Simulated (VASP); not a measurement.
# Al15GeO24 (a cell with a defect) in VASP: settings compared

Al15GeO24 (a cell with a defect) is run at these levels: PBE, r2SCAN; tasks: single point.

Everything below comes from runs of VASP 6.6.1. Logs are shortened: lines on timing, memory, paths and dates and some standing lists are left out, and cuts for length are marked.

### Step 1. The cell of the first run

The cell holds a defect, 40 atoms: a = 5.181 Å, b = 10.361 Å, c = 10.361 Å, α = 55.29°, β = 55.29°, γ = 55.29°.

### Step 2. Single point, PBE

Contents of INCAR:

```
PREC = Accurate
ENCUT = 520
EDIFF = 1E-6
ISMEAR = 0
SIGMA = 0.01
LREAL = Auto
LASPH = True
NELM = 60
ALGO = Normal
ISIF = 2
LWAVE = False
LCHARG = False
GGA = PE
NELECT = 202.0
NBANDS = 128
```

Contents of KPOINTS:

```
Automatic mesh
0
Gamma
  1 1 1
  0.25 0.25 0.25
```

Contents of POSCAR:

```
Al15GeO24
1.0
    2.4039417622      1.3879164235      4.3742070937
   -4.8078835245      2.7758328471      8.7484141875
    0.0000000000     -5.5516656942      8.7484141875
Al Ge O
15 1 24
Direct
    0.6501236098      0.3234754679      0.3184978263
    0.1474104427      0.0737848208      0.0740548555
    0.3557109074      0.1743412180      0.1751107439
    0.6490514739      0.3224147563      0.8267258226
    0.8551215382      0.4257486883      0.9255001844
    0.1517622405      0.0696237233      0.5756507284
    0.3488695252      0.1752386121      0.6802468108
    0.6428874961      0.8275350933      0.3247304708
    0.8534918562      0.9268662558      0.4251966310
    0.1542495367      0.5772156190      0.0663718664
    0.3571184385      0.6793796766      0.1717717628
    0.6482521724      0.8248458607      0.8228736396
    0.8501984000      0.9276035178      0.9263814714
    0.1355102528      0.5772351241      0.5760454702
    0.3482560858      0.6792823010      0.6756336123
    0.8498326920      0.4273332656      0.4251158831
    0.4427478497      0.0292829692      0.3747724855
    0.9440507597      0.1255097011      0.2773150993
    0.0536785259      0.3779202493      0.2202152889
    0.7500962118      0.2228137658      0.0277629453
    0.2494247966      0.2793013533      0.4690092305
    0.5534802016      0.4737986466      0.1238426456
    0.4440262856      0.0282235381      0.8754325624
    0.9446546186      0.1261550161      0.7762549252
    0.0567690298      0.3754726244      0.7205714528
    0.7513986045      0.2226701270      0.5255574013
    0.2501513320      0.2786268845      0.9725134596
    0.5564872575      0.4700674842      0.6246305967
    0.4410010864      0.5278565201      0.3756236857
    0.9405856752      0.6256520229      0.2783351083
    0.0556261985      0.8744164650      0.2221297515
    0.7524861792      0.7225340584      0.0268183013
    0.2496255621      0.7772539529      0.4722827223
    0.5556938454      0.9720681334      0.1254237582
    0.4465805235      0.5284437306      0.8718087059
    0.9454032753      0.6250682004      0.7769867867
    0.0544299989      0.8756910859      0.7221834747
    0.7461043046      0.7232917661      0.5275589151
    0.2496278521      0.7784233275      0.9720612378
    0.5558483989      0.9749797417      0.6234186344
```

Potentials or basis: VASP PAW PBE potentials, release 64 (Al, Ge_d, O).

Launch:

```sh
> cat potpaw_PBE.64/Al/POTCAR potpaw_PBE.64/Ge_d/POTCAR potpaw_PBE.64/O/POTCAR > POTCAR
> mpirun -np 1 vasp_std > vasp.out
```

OUTCAR:

```text
PREC = Accurate
   ENCUT = 520
   EDIFF = 1E-6
   ISMEAR = 0
   LREAL = Auto
   LASPH = True
   NELM = 60
   ISIF = 2
   GGA = PE
   NELECT = 202.0

 ion  position               nearest neighbor table
   1  0.650  0.323  0.318-  18 1.85  22 1.85  21 1.88  19 2.00  26 2.02  29 2.02  16 2.72   3 2.82
                            11 2.84   7 2.89   5 3.21   9 3.23
   2  0.147  0.074  0.074-  23 1.87  20 1.87  31 1.88  18 1.99  34 1.99  27 2.00   3 2.68   9 2.81
                            13 2.81   5 2.82   7 3.22  11 3.22   3 3.24
   3  0.356  0.174  0.175-  17 1.87  20 1.87  19 1.91  34 1.97  27 1.98  18 1.99   2 2.68   8 2.78
                             4 2.79   1 2.82   2 3.24   6 3.27  10 3.29
   4  0.649  0.322  0.827-  27 1.87  24 1.87  28 1.90  20 1.96  35 1.98  25 1.99   5 2.67   3 2.79
                             7 2.80  15 2.86  13 3.23   5 3.25
   5  0.855  0.426  0.926-  27 1.87  36 1.87  22 1.88  20 1.99  25 2.00  35 2.01   4 2.67  14 2.80
                            10 2.80   2 2.82   1 3.21   4 3.25  12 3.26
   6  0.152  0.070  0.576-  37 1.85  17 1.87  26 1.91  40 1.97  24 1.99  21 2.02   7 2.70  13 2.81
                             9 2.81  16 2.87  15 3.20   3 3.27   7 3.27
   7  0.349  0.175  0.680-  23 1.85  25 1.86  26 1.90  24 1.97  40 1.99  21 2.05   6 2.70   4 2.80
                            12 2.80   1 2.89   2 3.22   6 3.27  14 3.28
   8  0.643  0.828  0.325-  34 1.87  33 1.87  30 1.90  17 1.97  38 1.98  31 1.99   9 2.67   3 2.78
                            15 2.81  11 2.86   9 3.23  13 3.26
   9  0.853  0.927  0.425-  18 1.87  33 1.87  40 1.88  31 1.99  17 2.00  38 2.00   8 2.67  14 2.80
                             6 2.81   2 2.81   1 3.23   8 3.23  12 3.25
  10  0.154  0.577  0.066-  35 1.85  32 1.86  19 1.90  39 1.96  22 1.98  30 2.04  11 2.70  13 2.80
                             5 2.80  16 2.87  15 3.20  11 3.25   3 3.29
  11  0.357  0.679  0.172-  32 1.85  31 1.86  29 1.90  39 1.97  22 2.00  30 2.03  10 2.70  12 2.79
                             1 2.84   8 2.86   2 3.22  10 3.25  14 3.29
  12  0.648  0.825  0.823-  39 1.88  40 1.88  36 1.88  37 1.98  23 1.99  32 1.99  13 2.69  11 2.79
                            15 2.80   7 2.80   9 3.25  13 3.26   5 3.26
  13  0.850  0.928  0.926-  34 1.87  24 1.88  39 1.88  23 1.98  32 1.99  37 2.00  12 2.69  10 2.80
                             6 2.81   2 2.81   4 3.23   8 3.26  12 3.26
  14  0.136  0.577  0.576-  38 1.85  25 1.87  29 1.90  36 1.96  33 1.98  28 2.02  15 2.69   5 2.80
                             9 2.80  16 2.86  15 3.22   7 3.28  11 3.29
  15  0.348  0.679  0.676-  37 1.86  38 1.87  35 1.87  33 1.98  36 1.99  28 2.03  14 2.69  12 2.80
                             8 2.81   4 2.86   6 3.20  10 3.20  14 3.22
  16  0.850  0.427  0.425-  28 1.86  30 1.87  21 1.87  29 1.99  19 1.99  26 1.99   1 2.72  14 2.86
                             6 2.87  10 2.87
  17  0.443  0.029  0.375-   6 1.87   3 1.87   8 1.97   9 2.00
  18  0.944  0.126  0.277-   1 1.85   9 1.87   2 1.99   3 1.99
  19  0.054  0.378  0.220-  10 1.90   3 1.91  16 1.99   1 2.00
  20  0.750  0.223  0.028-   3 1.87   2 1.87   4 1.96   5 1.99
  21  0.249  0.279  0.469-  16 1.87   1 1.88   6 2.02   7 2.05
  22  0.553  0.474  0.124-   1 1.85   5 1.88  10 1.98  11 2.00
[... 16 lines left out ...]
  39  0.250  0.778  0.972-  12 1.88  13 1.88  10 1.96  11 1.97
  40  0.556  0.975  0.623-   9 1.88  12 1.88   6 1.97   7 1.99

  LATTYP: Found a base centered monoclinic cell.
 ALAT       =    14.1357249094
 B/A-ratio  =     0.6802457681
 C/A-ratio  =     0.3664920514
 COS(beta)  =    -0.1016821369

  Lattice vectors:

 A1 = (   7.2118252867,  -1.3879164236,  -4.3742070938)
 A2 = (   2.4039417622,   6.9395821177,  -4.3742070938)
 A3 = (   2.4039417622,   1.3879164235,   4.3742070937)

Analysis of symmetry for initial positions (statically):
=====================================================================
 Subroutine PRICEL returns:
 Original cell was already a primitive cell.

 Routine SETGRP: Setting up the symmetry group for a
 base centered monoclinic supercell.

 Subroutine GETGRP returns: Found  1 space group operations
 (whereof  1 operations were pure point group operations)
 out of a pool of  4 trial point group operations.

The static configuration has the point symmetry C_1 .

Analysis of symmetry for dynamics (positions and initial velocities):
=====================================================================
 Subroutine PRICEL returns:
 Original cell was already a primitive cell.

 Routine SETGRP: Setting up the symmetry group for a
 base centered monoclinic supercell.

 Subroutine GETGRP returns: Found  1 space group operations
 (whereof  1 operations were pure point group operations)
 out of a pool of  4 trial point group operations.

The dynamic configuration has the point symmetry C_1 .

 Subroutine INISYM returns: Found  1 space group operations
 (whereof  1 operations are pure point group operations),
 and found     1 'primitive' translations

----------------------------------------------------------------------------------------

                                     Primitive cell

  volume of cell :     350.2659

  direct lattice vectors                    reciprocal lattice vectors
     2.403941762  1.387916424  4.374207094     0.207991728  0.120084080  0.076204287
    -4.807883525  2.775832847  8.748414187    -0.103995864  0.060042040  0.038102144
     0.000000000 -5.551665694  8.748414187    -0.000000000 -0.120084080  0.038102144

  length of vectors
     5.180630820 10.361261640 10.361261640     0.251967931  0.125983966  0.125983966

  position of ions in fractional coordinates (direct lattice)
     0.650123610  0.323475468  0.318497826
     0.147410443  0.073784821  0.074054856
     0.355710907  0.174341218  0.175110744
     0.649051474  0.322414756  0.826725823
     0.855121538  0.425748688  0.925500184
     0.151762240  0.069623723  0.575650728
[... 32 lines left out ...]
     0.249627852  0.778423328  0.972061238
     0.555848399  0.974979742  0.623418634

  ion indices of the primitive-cell ions
   primitive index   ion index
                 1           1
                 2           2
                 3           3
                 4           4
                 5           5
                 6           6
[... 32 lines left out ...]
                39          39
                40          40

----------------------------------------------------------------------------------------

 KPOINTS: Automatic mesh

Automatic generation of k-mesh.
 Grid dimensions read from file:
 generate k-points for:    1    1    1

 Generating k-lattice:

  Cartesian coordinates                     Fractional coordinates (reciprocal lattice)
     0.207991728  0.120084080  0.076204287     1.000000000  0.000000000  0.000000000
    -0.103995864  0.060042040  0.038102144     0.000000000  1.000000000 -0.000000000
    -0.000000000 -0.120084080  0.038102144    -0.000000000 -0.000000000  1.000000000

  Length of vectors
     0.251967931  0.125983966  0.125983966

  Shift w.r.t. Gamma in fractional coordinates (k-lattice)
     0.250000000  0.250000000  0.250000000

 Subroutine IBZKPT returns following result:
 ===========================================

 Found      1 irreducible k-points:

 Following reciprocal coordinates:
            Coordinates               Weight
  0.250000  0.250000  0.250000      2.000000
   k-points           NKPTS =      1   k-points in BZ     NKDIM =      1   number of bands    NBANDS=    128
   number of dos      NEDOS =    301   number of ions     NIONS =     40
   total plane-waves  NPLWV = 256000
   dimension x,y,z NGX =    40 NGY =   80 NGZ =   80
   dimension x,y,z NGXF=    80 NGYF=  160 NGZF=  160
   ions per type =              15   1  24
   NGX,Y,Z   is equivalent  to a cutoff of  12.84, 12.84, 12.84 a.u.
   NGXF,Y,Z  is equivalent  to a cutoff of  25.67, 25.67, 25.67 a.u.
 SYSTEM =  unknown system
   PREC   = accura    normal or accurate (medium, high low for compatibility)
   ISTART =      0    job   : 0-new  1-cont  2-samecut
   ICHARG =      2    charge: 1-file 2-atom 10-const
   ISPIN  =      1    spin polarized calculation?
   LNONCOLLINEAR =      F non collinear calculations
   LSORBIT =      F    spin-orbit coupling
   LASPH  =      T    aspherical Exc in radial PAW
   ENCUT  =  520.0 eV  38.22 Ry    6.18 a.u.   9.63 19.27 19.27*2*pi/ulx,y,z
   NELM   =     60;   NELMIN=  2; NELMDL= -5     # of ELM steps
   EDIFF  = 0.1E-05   stopping-criterion for ELM
   LREAL  =      T    real-space projection
   EDIFFG = 0.1E-04   stopping-criterion for IOM
   NSW    =      0    number of steps for IOM
[... 5 lines left out ...]
   TEBEG  =    0.0;   TEEND  =   0.0 temperature during run
   PSTRESS=    0.0 pullay stress
   NELECT =     202.0000    total number of electrons
   NUPDOWN=      -1.0000    fix difference up-down
   EMIN   =  10.00;   EMAX   =-10.00  energy-range for DOS
   EFERMI =   0.00;   METHOD = LEGACY
   ISMEAR =     0;   SIGMA  =   0.01  broadening in eV -4-tet -1-fermi 0-gaus
   EFERMI_NEDOS =   21; number of points for ismear=-14 and -15
   IALGO  =     38    algorithm
   IMIX   =      4    mixing-type and parameters
     AMIX     =   0.40;   BMIX     =  1.00
     AMIX_MAG =   1.60;   BMIX_MAG =  1.00
  volume/ion in A,a.u.               =       8.76        59.09
  Fermi-wavevector in a.u.,A,eV,Ry     =   1.362676  2.575085 25.264474  1.856886
  Thomas-Fermi vector in A             =   2.489145
   LORBIT       =      0    0 simple, 1 ext, 2 COOP (PROOUT), +10 PAW based schemes
   GGA     = PE    functional components
   LHFCALC =     F    Hartree Fock is set to
   AEXX    =    0.0000 exact exchange contribution
   IVDW    =     0    specifies the selected vdW correction
   LEPSILON=     F    determine dielectric tensor
   LRPA    =     F    only Hartree local field effects (RPA)
 non-spin polarized calculation
 Gauss-broadening in eV      SIGMA  =   0.01
  energy-cutoff  :      520.00
  volume of cell :      350.27
 maximum number of plane-waves:      9444
 NGX is ok and might be reduce to    40
   NGX = 19   NGY = 39   NGZ = 39

 number of electron     202.0000019 magnetization

 Free energy of the ion-electron system (eV)
  ---------------------------------------------------
  ext. energy  EPLUGINS =         0.00000000
  ---------------------------------------------------
  free energy    TOTEN  =      -304.05702014 eV

  energy without entropy =     -304.05702014  energy(sigma->0) =     -304.05702014

 E-fermi :   5.8132     XC(G=0): -11.5933

 val. band max:        5.7374555223   @ k =   0.2500   0.2500   0.2500
 cond. band min:      11.0808414835   @ k =   0.2500   0.2500   0.2500
 fundamental gap:      5.3433859612
 Fermi energy:         5.8132349871

 k-point     1 :       0.2500    0.2500    0.2500
  band No.  band energies     occupation
      1     -17.7648      2.00000
      2     -17.7618      2.00000
      3     -17.5967      2.00000
      4     -17.5646      2.00000
      5     -17.5635      2.00000
      6     -13.2546      2.00000
[... 105 lines left out ...]
    112      15.5383      0.00000
    113      15.6548      0.00000
 [bands above 113 left out]

------------------------ aborting loop because EDIFF is reached ----------------------------------------

  FORCE on cell =-STRESS in cart. coord.  units (eV):
  Direction    XX          YY          ZZ          XY          YZ          ZX
  --------------------------------------------------------------------------------------
  -------------------------------------------------------------------------------------
  Total       -8.4590876     -8.3059612    -10.3451660     -0.1764788     -0.0509128      0.0543288
  in kB      -38.6933442    -37.9929171    -47.3205959     -0.8072447     -0.2328842      0.2485094
  external PRESSURE =     -41.3356191 kB  Pullay stress =       0.0000000 kB

 VOLUME and BASIS-vectors are now :
 -----------------------------------------------------------------------------
  energy-cutoff  :      520.00
  volume of cell :      350.27
      direct lattice vectors                 reciprocal lattice vectors
     2.403941762  1.387916424  4.374207094     0.207991728  0.120084080  0.076204287
    -4.807883525  2.775832847  8.748414187    -0.103995864  0.060042040  0.038102144
     0.000000000 -5.551665694  8.748414187    -0.000000000 -0.120084080  0.038102144

 POSITION                                       TOTAL-FORCE (eV/Angst)
 -----------------------------------------------------------------------------------
      0.00763      0.03204      8.46002        -0.006334     -0.000082     -0.026686
     -0.00038     -0.00172      1.93817         0.004798      0.002826     -0.012005
      0.01690      0.00548      4.61310         0.011217      0.009546      0.001035
      0.01015     -2.79391     12.89224         0.005515     -0.009049     -0.009720
      0.00871     -2.76942     15.56176         0.002873      0.004572      0.007595
      0.03008     -2.79192      6.30897         0.005667     -0.010733     -0.006361
[... 32 lines left out ...]
     -3.14248     -2.88932     16.40589         0.003393     -0.005401     -0.002826
     -3.35136      0.01684     16.41485        -0.000237      0.004808      0.008109
 -----------------------------------------------------------------------------------
    total drift:                               -0.012336      0.002499     -0.004950

  FREE ENERGIE OF THE ION-ELECTRON SYSTEM (eV)
  ---------------------------------------------------
  free  energy   TOTEN  =      -304.0570201409 eV

  energy  without entropy=     -304.0570201409  energy(sigma->0) =     -304.05702014
```

Run time: 2 min. Hardware: 1 thread of Intel Xeon Platinum 8488C (Sapphire Rapids), shared host; peak memory 0.53 GiB.

What came out:

* Free energy: -304.0570 eV
* Largest force: 0.042 eV/Å

Forces on the atoms (eV/Å):
```
Al  -0.006  0.000 -0.027
Al   0.005  0.003 -0.012
Al   0.011  0.010  0.001
Al   0.006 -0.009 -0.010
Al   0.003  0.005  0.008
Al   0.006 -0.011 -0.006
Al  -0.003 -0.010 -0.002
Al   0.004 -0.002 -0.012
Al   0.013  0.005  0.007
Al  -0.003  0.002 -0.008
Al  -0.007 -0.003  0.011
Al  -0.009  0.004  0.000
Al  -0.005  0.002  0.008
Al  -0.005  0.003 -0.012
Al   0.002  0.007  0.010
Ge  -0.006 -0.012  0.040
O   -0.015  0.006  0.002
O    0.008  0.001  0.004
O   -0.003  0.009  0.009
O    0.000 -0.006  0.007
O   -0.006  0.001  0.007
O   -0.003 -0.007  0.003
O    0.003 -0.002 -0.001
O   -0.013  0.005 -0.003
O    0.003  0.013  0.001
O    0.003  0.007 -0.003
O   -0.007  0.000  0.002
O    0.006  0.010  0.004
O   -0.005 -0.004 -0.006
O    0.004 -0.012 -0.011
O   -0.007 -0.004  0.002
O    0.007  0.002 -0.003
O    0.007  0.001  0.003
O   -0.001  0.000  0.003
O    0.005  0.004 -0.004
O    0.006 -0.005  0.000
O    0.006 -0.006 -0.003
O   -0.007 -0.005 -0.015
O    0.003 -0.005 -0.003
O    0.000  0.005  0.008
```

Caveat: the k points lie up to 1.22 Å⁻¹ apart, too coarse for converged energies, forces and pressures; the cell carries a net charge on a neutralising background, which shifts energy and pressure; the cell is charged against a uniform background, so pressure and absolute levels hang on convention.

(Continued in part 2 of 3.)
